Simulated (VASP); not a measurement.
Wanted: the native input for a VASP 6.6.1 run.

* Task: single point
* Functional: PBEsol
* Potentials or basis: VASP PAW PBE potentials, release 64 (Co)
* Cutoff: 520 eV
* k mesh: 18 × 18 × 8
* Occupations: gaussian, width 0.15 eV
* Spin: collinear spin, ferromagnetic start
* Starting moments: [1.8, 1.8] μB
* Dipole correction: no
* Further INCAR settings: ALGO = Fast; EDIFF = 1e-07; NBANDS = 20

The structure of Co lies in POSCAR:

```
Co
1.0
    2.4564188806      0.0000000000      0.0000000000
   -1.2282094403      2.1273211530      0.0000000000
    0.0000000000      0.0000000000      3.9694710771
Co
2
Direct
    0.6666666667      0.3333333333      0.2500068794
    0.3333333333      0.6666666667      0.7499931206
```

These files were run (other wordings do the same):

INCAR

```
PREC     = Accurate       # precision mode
ENCUT    = 520            # plane-wave cutoff, eV
EDIFF    = 1E-7           # SCF threshold, eV
ISMEAR   = 0              # smearing method
SIGMA    = 0.15           # smearing width, eV
LREAL    = F              # projectors in reciprocal space
LASPH    = T              # aspherical terms in the spheres
NELM     = 150            # most SCF steps
ALGO     = Fast           # electronic algorithm
ISIF     = 2              # what is computed and relaxed
LWAVE    = F              # write WAVECAR
LCHARG   = F              # write CHGCAR
ISPIN    = 2              # spin polarisation
MAGMOM   = 1.8 1.8        # initial moments
LORBIT   = 11             # projections on sites
LMAXMIX  = 4              # l up to which the mixer works
GGA      = PS             # functional
NBANDS   = 20             # bands
```

KPOINTS

```
Automatic mesh
0
Gamma
  18 18 8
```

Potentials or basis: VASP PAW PBE potentials, release 64 (Co).

The run is started by

```bash
$ cat potpaw_PBE.64/Co/POTCAR > POTCAR
$ mpirun -np 1 vasp_std > vasp.out
```

Results of the run:

* Pressure: -0.8 GPa
* Net moment: 3.14 μB per cell
* Site moments: Co +1.58 μB
* Valence electrons inside the program's atomic spheres: Co 8.36

Caveat: the PAW data sets were made with another functional, which shifts forces and pressure a little.

Run time: 2.6 min on 1 thread of Intel(R) Xeon(R) Platinum 8488C (Sapphire Rapids), with other jobs on the host, peak memory 0.25 GiB.
